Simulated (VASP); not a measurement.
# As in VASP: further runs

Runs on As. Level: PBE. Tasks: single point.

Program: VASP 6.6.1. These are calculated values, not measurements. Logs are shortened: lines on timing, memory, paths and dates and some standing lists are left out, and cuts for length are marked.

## 1. The cell of the first run

The cell holds a slab with vacuum, 2 atoms: a = 3.606 Å, b = 3.606 Å, c = 28.000 Å, α = 90.00°, β = 90.00°, γ = 120.00°.

## 2. Single point, PBE

INCAR

```
PREC     = Accurate       # precision mode
ENCUT    = 520            # plane-wave cutoff, eV
EDIFF    = 1E-6           # SCF threshold, eV
ISMEAR   = 0              # smearing method
SIGMA    = 0.02           # smearing width, eV
LREAL    = False          # projectors in reciprocal space
LASPH    = True           # aspherical terms in the spheres
NELM     = 120            # most SCF steps
ALGO     = Normal         # electronic algorithm
ISIF     = 2              # what is computed and relaxed
LWAVE    = False          # write WAVECAR
LCHARG   = False          # write CHGCAR
LDIPOL   = True         
IDIPOL   = 3            
DIPOL    = 0.5 0.5 0.500
GGA      = PE             # functional
NBANDS   = 22             # bands
GGA_COMPAT= False        
NELMDL   = -8
```

KPOINTS

```
Automatic mesh
0
Gamma
  9 9 1
```

POSCAR

```
As
1.0
    3.6060602471      0.0000000000      0.0000000000
   -1.8030301235      3.1229397816      0.0000000000
    0.0000000000      0.0000000000     28.0000000000
As
2
Direct
    0.3333333333      0.6666666667      0.5248290707
    0.6666666667      0.3333333333      0.4751709293
```

Potentials or basis: VASP PAW PBE potentials, release 64 (As_d).

The run is started by

```console
> cat potpaw_PBE.64/As_d/POTCAR > POTCAR
> mpirun -np 1 vasp_std > vasp.out
```

OUTCAR:

```text
PREC = Accurate
   ENCUT = 520
   EDIFF = 1E-6
   ISMEAR = 0
   LREAL = False
   LASPH = True
   NELM = 120
   ISIF = 2
   GGA = PE
   NELMDL = -8

 ion  position               nearest neighbor table
   1  0.333  0.667  0.525-   2 2.50   2 2.50   2 2.50
   2  0.667  0.333  0.475-   1 2.50   1 2.50   1 2.50

  LATTYP: Found a hexagonal cell.
 ALAT       =     3.6060602471
 C/A-ratio  =     7.7647066553

  Lattice vectors:

 A1 = (   3.6060602471,   0.0000000000,   0.0000000000)
 A2 = (  -1.8030301235,   3.1229397816,   0.0000000000)
 A3 = (   0.0000000000,   0.0000000000,  28.0000000000)

Analysis of symmetry for initial positions (statically):
=====================================================================
 Subroutine PRICEL returns:
 Original cell was already a primitive cell.

 Routine SETGRP: Setting up the symmetry group for a
 hexagonal supercell.

 Subroutine GETGRP returns: Found 12 space group operations
 (whereof 12 operations were pure point group operations)
 out of a pool of 24 trial point group operations.

The static configuration has the point symmetry D_3d.

Analysis of symmetry for dynamics (positions and initial velocities):
=====================================================================
 Subroutine PRICEL returns:
 Original cell was already a primitive cell.

 Routine SETGRP: Setting up the symmetry group for a
 hexagonal supercell.

 Subroutine GETGRP returns: Found 12 space group operations
 (whereof 12 operations were pure point group operations)
 out of a pool of 24 trial point group operations.

The dynamic configuration has the point symmetry D_3d.

 Subroutine INISYM returns: Found 12 space group operations
 (whereof 12 operations are pure point group operations),
 and found     1 'primitive' translations

----------------------------------------------------------------------------------------

                                     Primitive cell

  volume of cell :     315.3223

  direct lattice vectors                    reciprocal lattice vectors
     3.606060247  0.000000000  0.000000000     0.277310952  0.160105553  0.000000000
    -1.803030123  3.122939782  0.000000000     0.000000000  0.320211106  0.000000000
     0.000000000  0.000000000 28.000000000     0.000000000  0.000000000  0.035714286

  length of vectors
     3.606060247  3.606060247 28.000000000     0.320211106  0.320211106  0.035714286

  position of ions in fractional coordinates (direct lattice)
     0.333333333  0.666666667  0.524829071
     0.666666667  0.333333333  0.475170929

  ion indices of the primitive-cell ions
   primitive index   ion index
                 1           1
                 2           2

----------------------------------------------------------------------------------------

 KPOINTS: Automatic mesh

Automatic generation of k-mesh.
 Grid dimensions read from file:
 generate k-points for:    9    9    1

 Generating k-lattice:

  Cartesian coordinates                     Fractional coordinates (reciprocal lattice)
     0.030812328  0.017789506  0.000000000     0.111111111  0.000000000  0.000000000
     0.000000000  0.035579012  0.000000000     0.000000000  0.111111111  0.000000000
     0.000000000  0.000000000  0.035714286     0.000000000  0.000000000  1.000000000

  Length of vectors
     0.035579012  0.035579012  0.035714286

  Shift w.r.t. Gamma in fractional coordinates (k-lattice)
     0.000000000  0.000000000  0.000000000

 Subroutine IBZKPT returns following result:
 ===========================================

 Found     12 irreducible k-points:

 Following reciprocal coordinates:
            Coordinates               Weight
  0.000000  0.000000  0.000000      1.000000
  0.111111  0.000000  0.000000      6.000000
  0.222222  0.000000  0.000000      6.000000
  0.333333  0.000000  0.000000      6.000000
  0.444444  0.000000  0.000000      6.000000
  0.111111  0.111111  0.000000      6.000000
  0.222222  0.111111  0.000000     12.000000
  0.333333  0.111111  0.000000     12.000000
  0.444444  0.111111  0.000000      6.000000
  0.222222  0.222222  0.000000      6.000000
  0.333333  0.222222  0.000000     12.000000
  0.333333  0.333333  0.000000      2.000000
   k-points           NKPTS =     12   k-points in BZ     NKDIM =     12   number of bands    NBANDS=     22
   number of dos      NEDOS =    301   number of ions     NIONS =      2
   total plane-waves  NPLWV = 164640
   dimension x,y,z NGX =    28 NGY =   28 NGZ =  210
   dimension x,y,z NGXF=    56 NGYF=   56 NGZF=  420
   ions per type =               2
   NGX,Y,Z   is equivalent  to a cutoff of  12.91, 12.91, 12.47 a.u.
   NGXF,Y,Z  is equivalent  to a cutoff of  25.82, 25.82, 24.94 a.u.
 SYSTEM =  unknown system
   PREC   = accura    normal or accurate (medium, high low for compatibility)
   ISTART =      0    job   : 0-new  1-cont  2-samecut
   ICHARG =      2    charge: 1-file 2-atom 10-const
   ISPIN  =      1    spin polarized calculation?
   LNONCOLLINEAR =      F non collinear calculations
   LSORBIT =      F    spin-orbit coupling
   LASPH  =      T    aspherical Exc in radial PAW
   ENCUT  =  520.0 eV  38.22 Ry    6.18 a.u.   6.70  6.70 52.06*2*pi/ulx,y,z
   NELM   =    120;   NELMIN=  2; NELMDL= -8     # of ELM steps
   EDIFF  = 0.1E-05   stopping-criterion for ELM
   LREAL  =      F    real-space projection
   EDIFFG = 0.1E-04   stopping-criterion for IOM
   NSW    =      0    number of steps for IOM
   IBRION =     -1    ionic relax: 0-MD 1-quasi-New 2-CG
   NFREE  =      0    steps in history (QN), initial steepest desc. (CG)
   ISIF   =      2    stress and relaxation
   ISYM   =      2    0-nonsym 1-usesym 2-fastsym
   POTIM  = 0.5000    time-step for ionic-motion
   TEBEG  =    0.0;   TEEND  =   0.0 temperature during run
   PSTRESS=    0.0 pullay stress
   NELECT =      30.0000    total number of electrons
   NUPDOWN=      -1.0000    fix difference up-down
   EMIN   =  10.00;   EMAX   =-10.00  energy-range for DOS
   EFERMI =   0.00;   METHOD = LEGACY
   ISMEAR =     0;   SIGMA  =   0.02  broadening in eV -4-tet -1-fermi 0-gaus
   EFERMI_NEDOS =   21; number of points for ismear=-14 and -15
   IALGO  =     38    algorithm
   IMIX   =      4    mixing-type and parameters
     AMIX     =   0.40;   BMIX     =  1.00
     AMIX_MAG =   1.60;   BMIX_MAG =  1.00
  volume/ion in A,a.u.               =     157.66      1063.95
  Fermi-wavevector in a.u.,A,eV,Ry     =   0.747361  1.412307  7.599511  0.558548
  Thomas-Fermi vector in A             =   1.843398
   LORBIT       =      0    0 simple, 1 ext, 2 COOP (PROOUT), +10 PAW based schemes
   GGA     = PE    functional components
   LHFCALC =     F    Hartree Fock is set to
   AEXX    =    0.0000 exact exchange contribution
   IVDW    =     0    specifies the selected vdW correction
   LEPSILON=     F    determine dielectric tensor
   LRPA    =     F    only Hartree local field effects (RPA)
 non-spin polarized calculation
 Gauss-broadening in eV      SIGMA  =   0.02
  energy-cutoff  :      520.00
  volume of cell :      315.32
 maximum number of plane-waves:      8535
 NGX is ok and might be reduce to    28
   NGX = 13   NGY = 13   NGZ =105

 number of electron      30.0000018 magnetization

 dipolmoment           0.000000      0.000000     -0.000000 electrons x Angstroem

 Free energy of the ion-electron system (eV)
  ---------------------------------------------------
  ext. energy  EPLUGINS =         0.00000000
  ---------------------------------------------------
  free energy    TOTEN  =        -9.35857240 eV

  energy without entropy =       -9.35857240  energy(sigma->0) =       -9.35857240

 E-fermi :  -4.0708     XC(G=0):  -1.9644

 val. band max:       -4.2694840438   @ k =   0.0000   0.0000   0.0000
 cond. band min:      -2.6285839364   @ k =   0.3333   0.0000   0.0000
 fundamental gap:      1.6409001074
 Fermi energy:        -4.0707893370

 k-point     1 :       0.0000    0.0000    0.0000
  band No.  band energies     occupation
      1     -39.3918      2.00000
      2     -39.3918      2.00000
      3     -39.3537      2.00000
      4     -39.3537      2.00000
      5     -39.3020      2.00000
      6     -39.2808      2.00000
[... 14 lines left out ...]
     21       1.2471      0.00000
     22       1.5201      0.00000

 k-point     2 :       0.1111    0.0000    0.0000
  band No.  band energies     occupation
      1     -39.3916      2.00000
      2     -39.3884      2.00000
      3     -39.3528      2.00000
      4     -39.3510      2.00000
      5     -39.3020      2.00000
      6     -39.2826      2.00000
[... 14 lines left out ...]
     21       1.4367      0.00000
     22       1.7142      0.00000

 k-point     3 :       0.2222    0.0000    0.0000
  band No.  band energies     occupation
      1     -39.3908      2.00000
      2     -39.3794      2.00000
      3     -39.3495      2.00000
      4     -39.3434      2.00000
      5     -39.3018      2.00000
      6     -39.2880      2.00000
[... 14 lines left out ...]
     21       2.0029      0.00000
     22       2.2619      0.00000

 k-point     4 :       0.3333    0.0000    0.0000
  band No.  band energies     occupation
      1     -39.3897      2.00000
      2     -39.3694      2.00000
      3     -39.3416      2.00000
      4     -39.3328      2.00000
      5     -39.3026      2.00000
      6     -39.2962      2.00000
[... 14 lines left out ...]
     21       2.8784      0.00000
     22       3.1872      0.00000

 k-point     5 :       0.4444    0.0000    0.0000
  band No.  band energies     occupation
      1     -39.3889      2.00000
      2     -39.3642      2.00000
      3     -39.3263      2.00000
      4     -39.3215      2.00000
      5     -39.3098      2.00000
      6     -39.3060      2.00000
[... 117 lines left out ...]
 k-point    10 :       0.2222    0.2222    0.0000
  band No.  band energies     occupation
      1     -39.3906      2.00000
      2     -39.3586      2.00000
      3     -39.3425      2.00000
      4     -39.3262      2.00000
      5     -39.3041      2.00000
      6     -39.3010      2.00000
[... 14 lines left out ...]
     21       3.3889      0.00000
     22       3.6733      0.00000

 k-point    11 :       0.3333    0.2222    0.0000
  band No.  band energies     occupation
      1     -39.3905      2.00000
      2     -39.3502      2.00000
      3     -39.3341      2.00000
      4     -39.3171      2.00000
      5     -39.3131      2.00000
      6     -39.3029      2.00000
[... 14 lines left out ...]
     21       4.2536      0.00000
     22       4.6716      0.00000

 k-point    12 :       0.3333    0.3333    0.0000
  band No.  band energies     occupation
      1     -39.3907      2.00000
      2     -39.3380      2.00000
      3     -39.3380      2.00000
      4     -39.3243      2.00000
      5     -39.3045      2.00000
      6     -39.2996      2.00000
[... 14 lines left out ...]
     21       4.6666      0.00000
     22       5.4935      0.00000

------------------------ aborting loop because EDIFF is reached ----------------------------------------

 vacuum level on the upper side and lower side of the slab       (xc-potential included)        -0.007        -0.007

  FORCE on cell =-STRESS in cart. coord.  units (eV):
  Direction    XX          YY          ZZ          XY          YZ          ZX
  --------------------------------------------------------------------------------------
  -------------------------------------------------------------------------------------
  Total        0.0158214      0.0158214      0.0381573      0.0000000     -0.0000000      0.0000000
  in kB        0.0803895      0.0803895      0.1938802      0.0000000     -0.0000000      0.0000000
  external PRESSURE =       0.1182198 kB  Pullay stress =       0.0000000 kB

 VOLUME and BASIS-vectors are now :
 -----------------------------------------------------------------------------
  energy-cutoff  :      520.00
  volume of cell :      315.32
      direct lattice vectors                 reciprocal lattice vectors
     3.606060247  0.000000000  0.000000000     0.277310952  0.160105553  0.000000000
    -1.803030123  3.122939782  0.000000000     0.000000000  0.320211106  0.000000000
     0.000000000  0.000000000 28.000000000     0.000000000  0.000000000  0.035714286

 POSITION                                       TOTAL-FORCE (eV/Angst)
 -----------------------------------------------------------------------------------
     -0.00000      2.08196     14.69521         0.000000     -0.000000      0.027305
      1.80303      1.04098     13.30479        -0.000000      0.000000     -0.027305
 -----------------------------------------------------------------------------------
    total drift:                                0.000000      0.000000      0.000000

  FREE ENERGIE OF THE ION-ELECTRON SYSTEM (eV)
  ---------------------------------------------------
  free  energy   TOTEN  =        -9.3585723988 eV

  energy  without entropy=       -9.3585723988  energy(sigma->0) =       -9.35857240

 vacuum level on the upper side and lower side of the slab         1.107         1.107
```

Run time: 2.7 min. Hardware: 1 thread of Intel Xeon Platinum 8259CL at 2.50GHz (Skylake/Cascade Lake), shared host; peak memory 0.39 GiB.

What came out:

```
Free energy            : -9.3586 eV
Largest force          : 0.027 eV/Å
Band gap on the k mesh : 1.64 eV, indirect (least direct gap 1.95 eV)
```

Forces on the atoms (eV/Å):
```
As   0.000  0.000  0.027
As   0.000  0.000 -0.027
```

## 3. Single point, PBE

This run uses another cell than the first one, of 143.71 Å³/atom, 0.911 times its volume.

INCAR

```
  PREC = Accurate
  ENCUT = 400
  EDIFF = 1E-6
  ISMEAR = 0
  SIGMA = 0.1
  LREAL = F
  LASPH = T
  NELM = 120
  ALGO = Normal
  ISIF = 2
  LWAVE = F
  LCHARG = T
  LDIPOL = T
  IDIPOL = 3
  DIPOL = 0.5 0.5 0.500
  GGA = PE
  LELF = T
  LVHAR = T
  LVACPOTAV = T
  NBANDS = 12
  GGA_COMPAT = F
  NELMDL = -8
```

KPOINTS

```
Automatic mesh
0
Gamma
  6 6 1
```

POSCAR

```
As
1.0
    3.4427833217      0.0000000000      0.0000000000
   -1.7213916608      2.9815378163      0.0000000000
    0.0000000000      0.0000000000     28.0000000000
As
2
Direct
    0.3333333333      0.6666666667      0.5233750000
    0.6666666667      0.3333333333      0.4766250000
```

Potentials or basis: VASP PAW PBE potentials, release 64 (As).

The run is started by

```console
> cat potpaw_PBE.64/As/POTCAR > POTCAR
> mpirun -np 1 vasp_std > vasp.out
```

Wall time 43 s (1 thread of Intel Xeon 6975P-C (Granite Rapids), shared host); peak memory 0.3 GiB.

Results (log left out):

```yaml
Free_energy: -9.0650 eV
Largest_force: 2.048 eV/Å
Band_gap_on_the_k_mesh: 1.70 eV, indirect (least direct gap 2.31 eV)
Ionisation_potential_of_the_upper_face: 5.50 eV
```

Forces on the atoms (eV/Å):
```
As   0.000  0.000  2.048
As   0.000  0.000 -2.048
```

Levels at points of the mesh, in eV from the valence-band top:
```csv
k point,band 2,band 3,band 4,band 5,band 6,band 7,band 8,band 9
"(0.00, 0.00, 0.00)",-7.11,-0.58,0.00,0.00,2.62,3.92,3.92,4.88
"(0.50, 0.00, 0.00)",-9.52,-3.58,-2.22,-1.63,1.98,3.44,5.23,6.40
```

## 4. Single point, PBE

This run uses another cell than the first one, of 143.71 Å³/atom, 0.911 times its volume.

INCAR

```
SYSTEM = As
PREC     = Accurate       ! precision mode
ENCUT    = 400            ! plane-wave cutoff, eV
EDIFF    = 1E-6           ! SCF threshold, eV
ISMEAR   = 0              ! smearing method
SIGMA    = 0.1            ! smearing width, eV
LREAL    = .FALSE.        ! projectors in reciprocal space
LASPH    = .TRUE.         ! aspherical terms in the spheres
NELM     = 120            ! most SCF steps
ALGO     = Normal         ! electronic algorithm
ISIF     = 2              ! what is computed and relaxed
LWAVE    = .FALSE.        ! write WAVECAR
LCHARG   = .FALSE.        ! write CHGCAR
LDIPOL   = .TRUE.       
IDIPOL   = 3            
DIPOL    = 0.5 0.5 0.500
GGA      = PE             ! functional
NBANDS   = 12             ! bands
GGA_COMPAT= .FALSE.      
NELMDL   = -8
```

KPOINTS

```
regular mesh
0
G
  6 6 1
  0 0 0
```

POSCAR is that of step 3.

The run is started by

```console
> cat potpaw_PBE.64/As/POTCAR > POTCAR
> mpirun -np 1 vasp_std > vasp.out
```

Wall time 39 s (1 thread of Intel Xeon 6975P-C (Granite Rapids), shared host); peak memory 0.3 GiB.

It converged, with:

- Free energy: -9.0650 eV
- Largest force: 2.048 eV/Å
- Band gap on the k mesh: 1.70 eV, indirect (least direct gap 2.31 eV)

Forces in eV/Å, atoms in the order of the input:
```
As   0.000  0.000  2.048
As   0.000  0.000 -2.048
```

Levels at points of the mesh, in eV from the valence-band top:
| k point | band 2 | band 3 | band 4 | band 5 | band 6 | band 7 | band 8 | band 9 |
| --- | --- | --- | --- | --- | --- | --- | --- | --- |
| (0.00, 0.00, 0.00) | -7.11 | -0.58 | 0.00 | 0.00 | 2.62 | 3.92 | 3.92 | 4.88 |
| (0.50, 0.00, 0.00) | -9.52 | -3.58 | -2.22 | -1.63 | 1.98 | 3.44 | 5.23 | 6.40 |

## 5. Single point, PBE

This run uses another cell than the first one, of 158.21 Å³/atom, 1.003 times its volume.

INCAR

```
ALGO     = Normal         # electronic algorithm
DIPOL    = 0.5 0.5 0.500
EDIFF    = 1E-6           # SCF threshold, eV
ENCUT    = 400            # plane-wave cutoff, eV
GGA      = PE             # functional
GGA_COMPAT= F            
IDIPOL   = 3            
ISIF     = 2              # what is computed and relaxed
ISMEAR   = 0              # smearing method
LASPH    = T              # aspherical terms in the spheres
LCHARG   = T              # write CHGCAR
LDIPOL   = T            
LELF     = T              # ELF
LREAL    = F              # projectors in reciprocal space
LVACPOTAV= T            
LVHAR    = T            
LWAVE    = F              # write WAVECAR
NBANDS   = 12             # bands
NELM     = 120            # most SCF steps
NELMDL   = -8           
PREC     = Accurate       # precision mode
SIGMA    = 0.1            # smearing width, eV
```

KPOINTS

```
k-points
0
Gamma
  6 6 1
```

POSCAR

```
As
1.0
    3.6123264925      0.0000000000      0.0000000000
   -1.8061632462      3.1283665093      0.0000000000
    0.0000000000      0.0000000000     28.0000000000
As
2
Direct
    0.3333333333      0.6666666667      0.5247623154
    0.6666666667      0.3333333333      0.4752376846
```

The run is started by

```console
> cat potpaw_PBE.64/As/POTCAR > POTCAR
> mpirun -np 1 vasp_std > vasp.out
```

It took 42 s on 1 thread of Intel Xeon 6975P-C (Granite Rapids), shared host; peak memory 0.29 GiB.

The run converged. Its results:

```yaml
Free_energy: -9.3098 eV
Largest_force: 0.086 eV/Å
Band_gap_on_the_k_mesh: 1.66 eV, indirect (least direct gap 1.93 eV)
```

Forces in eV/Å, atoms in the order of the input:
```
As   0.000  0.000  0.086
As   0.000  0.000 -0.086
```

Levels at points of the mesh, in eV from the valence-band top:
```csv
k point,band 2,band 3,band 4,band 5,band 6,band 7,band 8,band 9
"(0.00, 0.00, 0.00)",-7.09,-0.46,0.00,0.00,1.93,3.52,3.52,4.90
"(0.50, 0.00, 0.00)",-9.07,-3.33,-1.86,-1.49,1.99,3.23,4.57,6.34
```

## 6. Overview

| potentials or basis | cell | k mesh | cutoff (eV) | smearing | second run | gap on the mesh (eV) | largest force (eV/Å) |
| --- | --- | --- | --- | --- | --- | --- | --- |
| VASP PAW PBE potentials, release 64 (As_d) | a = 3.606, b = 3.606, c = 28.000 Å, angles 90.0, 90.0, 120.0°, 2 atoms | 9 × 9 × 1 | 520 | gaussian 0.02 eV | valence_matched | 1.64 | 0.03 |
| VASP PAW PBE potentials, release 64 (As) | a = 3.443, b = 3.443, c = 28.000 Å, angles 90.0, 90.0, 120.0°, 2 atoms | 6 × 6 × 1 | 400 | gaussian 0.1 eV | - | 1.70 | 2.05 |
| VASP PAW PBE potentials, release 64 (As) | a = 3.612, b = 3.612, c = 28.000 Å, angles 90.0, 90.0, 120.0°, 2 atoms | 6 × 6 × 1 | 400 | gaussian 0.1 eV | - | 1.66 | 0.09 |

Alike in all rows: task single point; level PBE; no spin polarisation.

Absolute energies hang on the potentials; compare differences alone.
